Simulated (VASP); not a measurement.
# HfC (Cm) in VASP: single point with PBE

Aim: the single point of HfC with PBE.

Program: VASP 6.6.1. These are calculated values, not measurements. Logs are shortened: lines on timing, memory, paths and dates and some standing lists are left out, and cuts for length are marked.

## Step 1: The cell of the first run

Symmetry: Cm, No. 8, monoclinic system. The conventional cell has a = 5.695 Å, b = 3.288 Å, c = 3.288 Å, α = 90.00°, β = 125.26°, γ = 90.00°. Hf (site symmetry m) has 6 C at 2.11 to 2.56 Å within 2.8 Å. Within 2.8 Å of C (site symmetry m) lie 6 Hf at 2.11 to 2.56 Å.

## Step 2: Single point, PBE (atom 2 (C) moved by (-0.225, -0.225) A along [1 1 0] and z)

Input file INCAR:

```
SYSTEM = HfC
ALGO     = Normal         ! electronic algorithm
EDIFF    = 1E-7           ! SCF threshold, eV
ENCUT    = 520            ! plane-wave cutoff, eV
GGA      = PE             ! functional
ISIF     = 2              ! what is computed and relaxed
ISMEAR   = 0              ! smearing method
LASPH    = .TRUE.         ! aspherical terms in the spheres
LCHARG   = .TRUE.         ! write CHGCAR
LELF     = .TRUE.         ! ELF
LREAL    = .FALSE.        ! projectors in reciprocal space
LVHAR    = .TRUE.       
LWAVE    = .FALSE.        ! write WAVECAR
NBANDS   = 14             ! bands
NELM     = 80             ! most SCF steps
PREC     = Accurate       ! precision mode
SIGMA    = 0.15           ! smearing width, eV
```

Input file KPOINTS:

```
k-points
0
G
  18 18 18
  0 0 0
```

Input file POSCAR:

```
HfC
1.0
    0.0000000000      2.3250000000      2.3250000000
    2.3250000000      0.0000000000      2.3250000000
    2.3250000000      2.3250000000      0.0000000000
Hf C
1 1
Direct
    0.5000000000      0.5000000000      0.5000000000
   -0.0483870968     -0.0483870968     -0.0200425917
```

Potentials or basis: VASP PAW PBE potentials, release 64 (Hf_pv, C).

The run is started by

```bash
> cat potpaw_PBE.64/Hf_pv/POTCAR potpaw_PBE.64/C/POTCAR > POTCAR
> mpirun -np 1 vasp_std > vasp.out
```

OUTCAR:

```text
SYSTEM = HfC
   EDIFF = 1E-7
   ENCUT = 520
   GGA = PE
   ISIF = 2
   ISMEAR = 0
   LASPH = .TRUE.
   LREAL = .FALSE.
   NELM = 80
   PREC = Accurate

 ion  position               nearest neighbor table
   1  0.500  0.500  0.500-   2 2.11   2 2.18   2 2.18   2 2.50   2 2.50   2 2.56
   2  0.952  0.952  0.980-   1 2.11   1 2.18   1 2.18   1 2.50   1 2.50   1 2.56

  LATTYP: Found a face centered cubic cell.
 ALAT       =     4.6500000000

  Lattice vectors:

 A1 = (   0.0000000000,   2.3250000000,   2.3250000000)
 A2 = (   2.3250000000,   0.0000000000,   2.3250000000)
 A3 = (   2.3250000000,   2.3250000000,   0.0000000000)

Analysis of symmetry for initial positions (statically):
=====================================================================
 Subroutine PRICEL returns:
 Original cell was already a primitive cell.

 Routine SETGRP: Setting up the symmetry group for a
 face centered cubic supercell.

 Subroutine GETGRP returns: Found  2 space group operations
 (whereof  2 operations were pure point group operations)
 out of a pool of 48 trial point group operations.

The static configuration has the point symmetry C_1h.

Analysis of symmetry for dynamics (positions and initial velocities):
=====================================================================
 Subroutine PRICEL returns:
 Original cell was already a primitive cell.

 Routine SETGRP: Setting up the symmetry group for a
 face centered cubic supercell.

 Subroutine GETGRP returns: Found  2 space group operations
 (whereof  2 operations were pure point group operations)
 out of a pool of 48 trial point group operations.

The dynamic configuration has the point symmetry C_1h.

 Subroutine INISYM returns: Found  2 space group operations
 (whereof  2 operations are pure point group operations),
 and found     1 'primitive' translations

----------------------------------------------------------------------------------------

                                     Primitive cell

  volume of cell :      25.1362

  direct lattice vectors                    reciprocal lattice vectors
     0.000000000  2.325000000  2.325000000    -0.215053763  0.215053763  0.215053763
     2.325000000  0.000000000  2.325000000     0.215053763 -0.215053763  0.215053763
     2.325000000  2.325000000  0.000000000     0.215053763  0.215053763 -0.215053763

  length of vectors
     3.288046533  3.288046533  3.288046533     0.372484045  0.372484045  0.372484045

  position of ions in fractional coordinates (direct lattice)
     0.500000000  0.500000000  0.500000000
     0.951612903  0.951612903  0.979957408

  ion indices of the primitive-cell ions
   primitive index   ion index
                 1           1
                 2           2

----------------------------------------------------------------------------------------

 KPOINTS: k-points

Automatic generation of k-mesh.
 Grid dimensions read from file:
 generate k-points for:   18   18   18

 Generating k-lattice:

  Cartesian coordinates                     Fractional coordinates (reciprocal lattice)
    -0.011947431  0.011947431  0.011947431     0.055555556  0.000000000  0.000000000
     0.011947431 -0.011947431  0.011947431     0.000000000  0.055555556  0.000000000
     0.011947431  0.011947431 -0.011947431     0.000000000  0.000000000  0.055555556

  Length of vectors
     0.020693558  0.020693558  0.020693558

  Shift w.r.t. Gamma in fractional coordinates (k-lattice)
     0.000000000  0.000000000  0.000000000

 Subroutine IBZKPT returns following result:
 ===========================================

 Found   1550 irreducible k-points:

 Following reciprocal coordinates:
            Coordinates               Weight
  0.000000  0.000000  0.000000      1.000000
  0.055556  0.000000  0.000000      4.000000
  0.000000  0.000000  0.055556      2.000000
  0.055556  0.055556  0.055556      2.000000
  0.111111  0.000000  0.000000      4.000000
  0.000000  0.000000  0.111111      2.000000
[... 16 lines left out ...]
  0.444444  0.000000  0.000000      4.000000
  0.000000  0.000000  0.444444      2.000000
 [... further k-points ...]
   k-points           NKPTS =   1550   k-points in BZ     NKDIM =   1550   number of bands    NBANDS=     14
   number of dos      NEDOS =    301   number of ions     NIONS =      2
   total plane-waves  NPLWV =  13824
   dimension x,y,z NGX =    24 NGY =   24 NGZ =   24
   dimension x,y,z NGXF=    48 NGYF=   48 NGZF=   48
   ions per type =               1   1
   NGX,Y,Z   is equivalent  to a cutoff of  12.13, 12.13, 12.13 a.u.
   NGXF,Y,Z  is equivalent  to a cutoff of  24.27, 24.27, 24.27 a.u.
 SYSTEM =  HfC
   PREC   = accura    normal or accurate (medium, high low for compatibility)
   ISTART =      0    job   : 0-new  1-cont  2-samecut
   ICHARG =      2    charge: 1-file 2-atom 10-const
   ISPIN  =      1    spin polarized calculation?
   LNONCOLLINEAR =      F non collinear calculations
   LSORBIT =      F    spin-orbit coupling
   LASPH  =      T    aspherical Exc in radial PAW
   ENCUT  =  520.0 eV  38.22 Ry    6.18 a.u.   6.11  6.11  6.11*2*pi/ulx,y,z
   NELM   =     80;   NELMIN=  2; NELMDL= -5     # of ELM steps
   EDIFF  = 0.1E-06   stopping-criterion for ELM
   LREAL  =      F    real-space projection
   EDIFFG = 0.1E-05   stopping-criterion for IOM
   NSW    =      0    number of steps for IOM
   IBRION =     -1    ionic relax: 0-MD 1-quasi-New 2-CG
   NFREE  =      0    steps in history (QN), initial steepest desc. (CG)
   ISIF   =      2    stress and relaxation
   ISYM   =      2    0-nonsym 1-usesym 2-fastsym
   POTIM  = 0.5000    time-step for ionic-motion
   TEBEG  =    0.0;   TEEND  =   0.0 temperature during run
   PSTRESS=    0.0 pullay stress
   NELECT =      14.0000    total number of electrons
   NUPDOWN=      -1.0000    fix difference up-down
   EMIN   =  10.00;   EMAX   =-10.00  energy-range for DOS
   EFERMI =   0.00;   METHOD = LEGACY
   ISMEAR =     0;   SIGMA  =   0.15  broadening in eV -4-tet -1-fermi 0-gaus
   EFERMI_NEDOS =   21; number of points for ismear=-14 and -15
   IALGO  =     38    algorithm
   IMIX   =      4    mixing-type and parameters
     AMIX     =   0.40;   BMIX     =  1.00
     AMIX_MAG =   1.60;   BMIX_MAG =  1.00
  volume/ion in A,a.u.               =      12.57        84.81
  Fermi-wavevector in a.u.,A,eV,Ry     =   1.346949  2.545365 24.684672  1.814272
  Thomas-Fermi vector in A             =   2.474740
   LORBIT       =      0    0 simple, 1 ext, 2 COOP (PROOUT), +10 PAW based schemes
   GGA     = PE    functional components
   LHFCALC =     F    Hartree Fock is set to
   AEXX    =    0.0000 exact exchange contribution
   IVDW    =     0    specifies the selected vdW correction
   LEPSILON=     F    determine dielectric tensor
   LRPA    =     F    only Hartree local field effects (RPA)
 non-spin polarized calculation
 Gauss-broadening in eV      SIGMA  =   0.15
  energy-cutoff  :      520.00
  volume of cell :       25.14
 maximum number of plane-waves:       700
   NGX = 13   NGY = 13   NGZ = 13

 number of electron      14.0000000 magnetization

 Free energy of the ion-electron system (eV)
  ---------------------------------------------------
  ext. energy  EPLUGINS =         0.00000000
  ---------------------------------------------------
  free energy    TOTEN  =       -20.69716175 eV

  energy without entropy =      -20.69715674  energy(sigma->0) =      -20.69715924

 E-fermi :   6.1363     XC(G=0): -12.2431

 val. band max:        5.8815642550   @ k =   0.0000   0.0000   0.1111
 cond. band min:       6.4263024022   @ k =   0.3889   0.2778   0.0000
 fundamental gap:      0.5447381472
 Fermi energy:         6.1363029602

 k-point     1 :       0.0000    0.0000    0.0000
  band No.  band energies     occupation
      1     -23.6219      2.00000
      2     -23.5998      2.00000
      3     -23.5985      2.00000
      4      -6.2951      2.00000
      5       5.2216      2.00000
      6       5.4475      2.00000
      7       5.6077      2.00000
      8       7.6119      0.00000
      9       8.0796      0.00000
     10       9.6446      0.00000
     11      10.5393      0.00000
     12      10.9191      0.00000
     13      12.5565      0.00000
     14      16.7597      0.00000

 k-point     2 :       0.0556    0.0000    0.0000
  band No.  band energies     occupation
      1     -23.6322      2.00000
      2     -23.6133      2.00000
      3     -23.6018      2.00000
      4      -6.2168      2.00000
      5       4.8648      2.00000
      6       5.4688      2.00000
      7       5.6707      1.99999
      8       7.6007      0.00000
      9       8.0345      0.00000
     10       9.2475      0.00000
     11      10.9635      0.00000
     12      11.3157      0.00000
     13      12.7520      0.00000
     14      16.9804      0.00000

 k-point     3 :       0.0000    0.0000    0.0556
  band No.  band energies     occupation
      1     -23.6314      2.00000
      2     -23.6152      2.00000
      3     -23.6009      2.00000
      4      -6.2160      2.00000
      5       4.8756      2.00000
      6       5.3807      2.00000
      7       5.7880      1.99897
      8       7.5786      0.00000
      9       7.9849      0.00000
     10       9.2856      0.00000
     11      10.8583      0.00000
     12      11.4256      0.00000
     13      12.7400      0.00000
     14      16.9783      0.00000

 k-point     4 :       0.0556    0.0556    0.0556
  band No.  band energies     occupation
      1     -23.6433      2.00000
      2     -23.6019      2.00000
      3     -23.6007      2.00000
      4      -6.2204      2.00000
      5       5.0356      2.00000
      6       5.3264      2.00000
      7       5.4700      2.00000
      8       7.6815      0.00000
      9       8.0797      0.00000
     10       9.5593      0.00000
     11      10.8190      0.00000
     12      11.1584      0.00000
     13      12.7860      0.00000
     14      16.9966      0.00000

 k-point     5 :       0.1111    0.0000    0.0000
  band No.  band energies     occupation
      1     -23.6909      2.00000
      2     -23.6250      2.00000
      3     -23.6085      2.00000
      4      -5.9869      2.00000
      5       4.2706      2.00000
      6       5.2041      2.00000
      7       5.7075      1.99995
      8       7.6211      0.00000
      9       7.9130      0.00000
     10       8.9331      0.00000
     11      11.7177      0.00000
[... 276 lines left out ...]
 k-point    22 :       0.3889    0.3889    0.3889
  band No.  band energies     occupation
      1     -24.2126      2.00000
      2     -23.6613      2.00000
      3     -23.6601      2.00000
      4      -3.5677      2.00000
      5       0.8824      2.00000
      6       3.0098      2.00000
      7       3.0122      2.00000
      8      10.4128      0.00000
      9      10.6442      0.00000
     10      10.7165      0.00000
     11      14.6364      0.00000
     12      16.4695      0.00000
     13      16.7737      0.00000
     14      19.3203      0.00000

 k-point    23 :       0.4444    0.0000    0.0000
  band No.  band energies     occupation
      1     -24.2770      2.00000
      2     -23.6888      2.00000
      3     -23.6738      2.00000
      4      -2.9102      2.00000
      5       0.1699      2.00000
      6       3.1297      2.00000
      7       3.4506      2.00000
      8      10.1657      0.00000
      9      10.7859      0.00000
     10      11.4562      0.00000
     11      12.7808      0.00000
     12      16.2730      0.00000
     13      16.7839      0.00000
     14      19.6965      0.00000

 k-point    24 :       0.0000    0.0000    0.4444
  band No.  band energies     occupation
      1     -24.2819      2.00000
      2     -23.6907      2.00000
      3     -23.6742      2.00000
      4      -2.8588      2.00000
      5       0.1297      2.00000
      6       3.1924      2.00000
      7       3.5393      2.00000
      8      10.0573      0.00000
      9      10.8298      0.00000
     10      11.3930      0.00000
     11      12.6490      0.00000
     12      15.9193      0.00000
     13      16.8408      0.00000
     14      19.7117      0.00000

 [... further k-points ...]

------------------------ aborting loop because EDIFF is reached ----------------------------------------

  FORCE on cell =-STRESS in cart. coord.  units (eV):
  Direction    XX          YY          ZZ          XY          YZ          ZX
  --------------------------------------------------------------------------------------
  -------------------------------------------------------------------------------------
  Total        0.8676546      0.8676546      2.1760113     -0.3161387     -0.4416737     -0.4416732
  in kB       55.3042611     55.3042611    138.6988518    -20.1506617    -28.1522583    -28.1522263
  external PRESSURE =      83.1024580 kB  Pullay stress =       0.0000000 kB

 VOLUME and BASIS-vectors are now :
 -----------------------------------------------------------------------------
  energy-cutoff  :      520.00
  volume of cell :       25.14
      direct lattice vectors                 reciprocal lattice vectors
     0.000000000  2.325000000  2.325000000    -0.215053763  0.215053763  0.215053763
     2.325000000  0.000000000  2.325000000     0.215053763 -0.215053763  0.215053763
     2.325000000  2.325000000  0.000000000     0.215053763  0.215053763 -0.215053763

 POSITION                                       TOTAL-FORCE (eV/Angst)
 -----------------------------------------------------------------------------------
      2.32500      2.32500      2.32500        -0.997810     -0.997810     -1.816180
      4.49090      4.49090      4.42500         0.997810      0.997810      1.816180
 -----------------------------------------------------------------------------------
    total drift:                                0.000031      0.000031      0.000044

  FREE ENERGIE OF THE ION-ELECTRON SYSTEM (eV)
  ---------------------------------------------------
  free  energy   TOTEN  =       -20.6971617529 eV

  energy  without entropy=      -20.6971567351  energy(sigma->0) =      -20.69715924
```

Wall time 7.7 min (1 thread of Intel Xeon 8259CL, shared host); peak memory 0.64 GiB.

Results:

- Free energy: -20.6972 eV
- Pressure: 8.3 GPa
- Largest force: 2.300 eV/Å
- Band gap on the k mesh: 0.54 eV (least direct gap 0.90 eV)

Forces on the atoms (eV/Å):
```
Hf  -0.998 -0.998 -1.816
C    0.998  0.998  1.816
```

Levels at points of the mesh, in eV from the valence-band top:
| k point | band 4 | band 5 | band 6 | band 7 | band 8 | band 9 | band 10 | band 11 |
| --- | --- | --- | --- | --- | --- | --- | --- | --- |
| (0.00, 0.00, 0.00) | -12.18 | -0.66 | -0.43 | -0.27 | 1.73 | 2.20 | 3.76 | 4.66 |
| (0.50, 0.00, 0.00) | -8.58 | -5.93 | -2.81 | -2.50 | 4.69 | 5.10 | 6.01 | 6.22 |
| (0.00, 0.00, 0.50) | -8.52 | -5.98 | -2.74 | -2.41 | 4.59 | 5.17 | 5.89 | 6.11 |
| (0.50, 0.50, 0.50) | -8.84 | -5.71 | -3.09 | -3.09 | 5.36 | 5.52 | 5.67 | 7.31 |
| (0.50, 0.50, 0.00) | -10.19 | -2.49 | -2.39 | -0.18 | 0.98 | 5.65 | 6.69 | 6.77 |
| (0.00, 0.50, 0.50) | -10.20 | -2.72 | -2.47 | -0.26 | 1.35 | 5.77 | 6.72 | 6.77 |

Caveat: the cell differs from its parent crystal (atom 2 (C) moved by (-0.225, -0.225) A along [1 1 0] and z); the cell stands under pressure; spin-orbit coupling is left out, which moves the levels of the heavy elements; forces of over 1 eV/Å act on the atoms, so gaps and moduli don't describe the material at rest. A k mesh can miss the band edges.
